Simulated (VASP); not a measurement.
# Si (a cell with a defect) in VASP: single point with LDA

Aim: the single point of Si (a cell with a defect) with LDA.

Everything below comes from runs of VASP 6.6.1. Logs are shortened: lines on timing, memory, paths and dates and some standing lists are left out, and cuts for length are marked.

## (1) The cell of the first run

The cell holds a defect, 17 atoms: a = 7.679 Å, b = 7.679 Å, c = 7.679 Å, α = 60.00°, β = 60.00°, γ = 60.00°.

## (2) Single point, LDA

INCAR

```
SYSTEM = Si
PREC = Accurate
ENCUT = 520
EDIFF = 1E-7
ISMEAR = 0
SIGMA = 0.05
LREAL = Auto
LASPH = .TRUE.
NELM = 60
ALGO = Normal
ISIF = 2
LWAVE = .FALSE.
LCHARG = .FALSE.
NBANDS = 48
```

KPOINTS

```
Automatic mesh
0
G
  2 2 2
  0 0 0
```

POSCAR

```
Si
1.0
    0.0000000000      5.4300000000      5.4300000000
    5.4300000000      0.0000000000      5.4300000000
    5.4300000000      5.4300000000      0.0000000000
Si
17
Direct
   -0.0072719153      0.0216752302     -0.0071065378
    0.1207087477      0.1370107735      0.1208866483
    0.0153197974      0.0006087477      0.4921332413
    0.1207125230      0.1370123389      0.6215839779
   -0.0008228361      0.5093950276     -0.0006390424
    0.1168874770      0.6491546961      0.1170815838
   -0.0008264273      0.5093969613      0.4922726519
    0.1623020258      0.6264314917      0.6057298343
    0.4919564457      0.0006131676      0.0154975138
    0.6214193370      0.1370082873      0.1208858195
    0.4919598527      0.0006104972      0.4921314917
    0.6480167587      0.0557972376      0.6481918969
    0.4920782689      0.5093915285     -0.0006346225
    0.6055387661      0.6264411602      0.1625037753
    0.5207814917      0.4374686004      0.5209794659
    0.6055496317      0.6264365562      0.6057203499
    0.7856663904      0.6427717311      0.7858916206
```

Potentials or basis: VASP PAW LDA potentials, release 64 (Si).

Command:

```console
cat potpaw_LDA.64/Si/POTCAR > POTCAR
mpirun -np 1 vasp_std > vasp.out
```

OUTCAR:

```text
SYSTEM = Si
   PREC = Accurate
   ENCUT = 520
   EDIFF = 1E-7
   ISMEAR = 0
   LREAL = Auto
   LASPH = .TRUE.
   NELM = 60
   ISIF = 2

 ion  position               nearest neighbor table
   1  0.993  0.022  0.993-  10 2.33   2 2.33   4 2.33   6 2.34
   2  0.121  0.137  0.121-   1 2.33   3 2.33   9 2.33   5 2.34
   3  0.015  0.001  0.492-   2 2.33   4 2.33  12 2.35   8 2.35
   4  0.121  0.137  0.622-   1 2.33   3 2.33  11 2.33   7 2.34
   5  0.999  0.509  0.999-   2 2.34   6 2.35  17 2.40   8 2.48  14 2.48
   6  0.117  0.649  0.117-   1 2.34   5 2.35  13 2.35   7 2.35
   7  0.999  0.509  0.492-   4 2.34   6 2.35  17 2.40   8 2.48  16 2.48
   8  0.162  0.626  0.606-  15 2.29   3 2.35  17 2.47   7 2.48   5 2.48
   9  0.492  0.001  0.015-  10 2.33   2 2.33  12 2.35  14 2.35
  10  0.621  0.137  0.121-   1 2.33  11 2.33   9 2.33  13 2.34
  11  0.492  0.001  0.492-  10 2.33   4 2.33  12 2.35  16 2.35
  12  0.648  0.056  0.648-   3 2.35  11 2.35   9 2.35  15 2.39  17 2.59
  13  0.492  0.509  0.999-  10 2.34   6 2.35  17 2.40  16 2.48  14 2.48
  14  0.606  0.626  0.163-  15 2.29   9 2.35  17 2.47   5 2.48  13 2.48
  15  0.521  0.437  0.521-  14 2.29  16 2.29   8 2.29  12 2.39
  16  0.606  0.626  0.606-  15 2.29  11 2.35  17 2.47   7 2.48  13 2.48
  17  0.786  0.643  0.786-  13 2.40   5 2.40   7 2.40  14 2.47  16 2.47   8 2.47  12 2.59

  LATTYP: Found a face centered cubic cell.
 ALAT       =    10.8600000000

  Lattice vectors:

 A1 = (   0.0000000000,   5.4300000000,   5.4300000000)
 A2 = (   5.4300000000,   0.0000000000,   5.4300000000)
 A3 = (   5.4300000000,   5.4300000000,   0.0000000000)

Analysis of symmetry for initial positions (statically):
=====================================================================
 Subroutine PRICEL returns:
 Original cell was already a primitive cell.

 Routine SETGRP: Setting up the symmetry group for a
 face centered cubic supercell.

 Subroutine GETGRP returns: Found  1 space group operations
 (whereof  1 operations were pure point group operations)
 out of a pool of 48 trial point group operations.

The static configuration has the point symmetry C_1 .

Analysis of symmetry for dynamics (positions and initial velocities):
=====================================================================
 Subroutine PRICEL returns:
 Original cell was already a primitive cell.

 Routine SETGRP: Setting up the symmetry group for a
 face centered cubic supercell.

 Subroutine GETGRP returns: Found  1 space group operations
 (whereof  1 operations were pure point group operations)
 out of a pool of 48 trial point group operations.

The dynamic configuration has the point symmetry C_1 .

 Subroutine INISYM returns: Found  1 space group operations
 (whereof  1 operations are pure point group operations),
 and found     1 'primitive' translations

----------------------------------------------------------------------------------------
[... 121 lines left out ...]
   ISMEAR =     0;   SIGMA  =   0.05  broadening in eV -4-tet -1-fermi 0-gaus
   EFERMI_NEDOS =   21; number of points for ismear=-14 and -15
   IALGO  =     38    algorithm
   IMIX   =      4    mixing-type and parameters
     AMIX     =   0.40;   BMIX     =  1.00
     AMIX_MAG =   1.60;   BMIX_MAG =  1.00
  volume/ion in A,a.u.               =      18.84       127.11
  Fermi-wavevector in a.u.,A,eV,Ry     =   0.976715  1.845724 12.979587  0.953973
  Thomas-Fermi vector in A             =   2.107356
   LORBIT       =      0    0 simple, 1 ext, 2 COOP (PROOUT), +10 PAW based schemes
   GGA     = CA    functional components
   LHFCALC =     F    Hartree Fock is set to
   AEXX    =    0.0000 exact exchange contribution
   IVDW    =     0    specifies the selected vdW correction
   LEPSILON=     F    determine dielectric tensor
   LRPA    =     F    only Hartree local field effects (RPA)
 non-spin polarized calculation
 Gauss-broadening in eV      SIGMA  =   0.05
  energy-cutoff  :      520.00
  volume of cell :      320.21
 maximum number of plane-waves:      8646
 NGX is ok and might be reduce to    60
   NGX = 29   NGY = 29   NGZ = 29

 number of electron      68.0000001 magnetization

 Free energy of the ion-electron system (eV)
  ---------------------------------------------------
  ext. energy  EPLUGINS =         0.00000000
  ---------------------------------------------------
  free energy    TOTEN  =       -97.27233907 eV

  energy without entropy =      -97.26165340  energy(sigma->0) =      -97.26699623

 E-fermi :   6.6882     XC(G=0):  -9.8646

 val. band max:        6.6163584450   @ k =   0.0000   0.0000   0.0000
 cond. band min:       6.7020452349   @ k =   0.0000   0.5000   0.5000
 fundamental gap:      0.0856867899
 Fermi energy:         6.6881833392

 k-point     1 :       0.0000    0.0000    0.0000
  band No.  band energies     occupation
      1      -6.2822      2.00000
      2      -3.9207      2.00000
      3      -3.6356      2.00000
      4      -3.6355      2.00000
      5      -3.4461      2.00000
      6      -2.7981      2.00000
[... 381 lines left out ...]
     45      10.1820      0.00000
     46      10.2827      0.00000
 [bands above 46 left out]

------------------------ aborting loop because EDIFF is reached ----------------------------------------

  FORCE on cell =-STRESS in cart. coord.  units (eV):
  Direction    XX          YY          ZZ          XY          YZ          ZX
  --------------------------------------------------------------------------------------
  -------------------------------------------------------------------------------------
  Total        1.7199478      1.7219283      1.7221370      0.9959370      0.9959223     -0.9963685
  in kB        8.6059016      8.6158108      8.6168551      4.9832536      4.9831797     -4.9854121
  external PRESSURE =       8.6128558 kB  Pullay stress =       0.0000000 kB

 VOLUME and BASIS-vectors are now :
 -----------------------------------------------------------------------------
  energy-cutoff  :      520.00
  volume of cell :      320.21
      direct lattice vectors                 reciprocal lattice vectors
     0.000000000  5.430000000  5.430000000    -0.092081031  0.092081031  0.092081031
     5.430000000  0.000000000  5.430000000     0.092081031 -0.092081031  0.092081031
     5.430000000  5.430000000  0.000000000     0.092081031  0.092081031 -0.092081031

 POSITION                                       TOTAL-FORCE (eV/Angst)
 -----------------------------------------------------------------------------------
      5.50911     10.78192      5.50821         0.000400     -0.000148      0.000279
      1.40038      1.31186      1.39942         0.008786      0.005480      0.008808
      2.67559      2.75547      0.08649        -0.008756      0.008801     -0.009454
      4.11918      4.03067      1.39945        -0.004707     -0.008653      0.008751
      8.19254     10.85206      8.19155         0.003712      0.006775      0.003972
      4.16066      1.27045      4.15961         0.022795     -0.023451      0.023467
[... 9 lines left out ...]
      6.69061      6.57720      6.68969         0.003385      0.017623      0.002729
      7.75764      8.53356      7.75642        -0.008674      0.009307     -0.009016
 -----------------------------------------------------------------------------------
    total drift:                                0.002023     -0.000844      0.001109

  FREE ENERGIE OF THE ION-ELECTRON SYSTEM (eV)
  ---------------------------------------------------
  free  energy   TOTEN  =       -97.2723390656 eV

  energy  without entropy=      -97.2616533975  energy(sigma->0) =      -97.26699623
```

Run time: 1.9 min. Hardware: 1 thread of Intel Xeon 6975P-C (Granite Rapids), shared host; peak memory 0.37 GiB.

Results:

| Item | Value |
| --- | --- |
| Free energy | -97.2723 eV |
| Pressure | 0.9 GPa |
| Largest force | 0.040 eV/Å |
| Band gap on the k mesh | zero (bands 34 and 35 overlap by 0.09 eV) |

Forces in eV/Å, atoms in the order of the input:
```
Si   0.000  0.000  0.000
Si   0.009  0.005  0.009
Si  -0.009  0.009 -0.009
Si  -0.005 -0.009  0.009
Si   0.004  0.007  0.004
Si   0.023 -0.023  0.023
Si  -0.007 -0.003  0.004
Si   0.004 -0.003 -0.017
Si  -0.010  0.008 -0.008
Si   0.009 -0.009 -0.005
Si  -0.009  0.009 -0.009
Si   0.017 -0.018  0.017
Si   0.004 -0.004 -0.007
Si  -0.018 -0.003  0.003
Si  -0.008  0.006 -0.007
Si   0.003  0.018  0.003
Si  -0.009  0.009 -0.009
```

Levels at points of the mesh, in eV from the Fermi level:
| k point | band 32 | band 33 | band 34 | band 35 | band 36 | band 37 |
| --- | --- | --- | --- | --- | --- | --- |
| (0.00, 0.00, 0.00) | -0.68 | -0.68 | -0.45 | -0.07 | -0.07 | 0.21 |
| (0.50, 0.00, 0.00) | -1.31 | -0.87 | -0.16 | 0.16 | 0.69 | 0.89 |
| (0.00, 0.50, 0.00) | -1.26 | -1.26 | -0.27 | 0.38 | 0.38 | 1.13 |
| (0.00, 0.00, 0.50) | -1.31 | -0.87 | -0.16 | 0.16 | 0.69 | 0.89 |
| (0.50, 0.50, 0.50) | -1.31 | -0.87 | -0.16 | 0.16 | 0.69 | 0.89 |
| (0.50, 0.50, 0.00) | -1.67 | -0.80 | 0.01 | 0.39 | 1.25 | 1.42 |
| (0.00, 0.50, 0.50) | -1.67 | -0.80 | 0.01 | 0.39 | 1.25 | 1.42 |
| (0.50, 0.00, 0.50) | -1.67 | -0.80 | 0.01 | 0.39 | 1.25 | 1.42 |

Caveat: the k points lie up to 0.50 Å⁻¹ apart.

The gap in the log of VASP goes by the Fermi energy; the results here count the filled bands.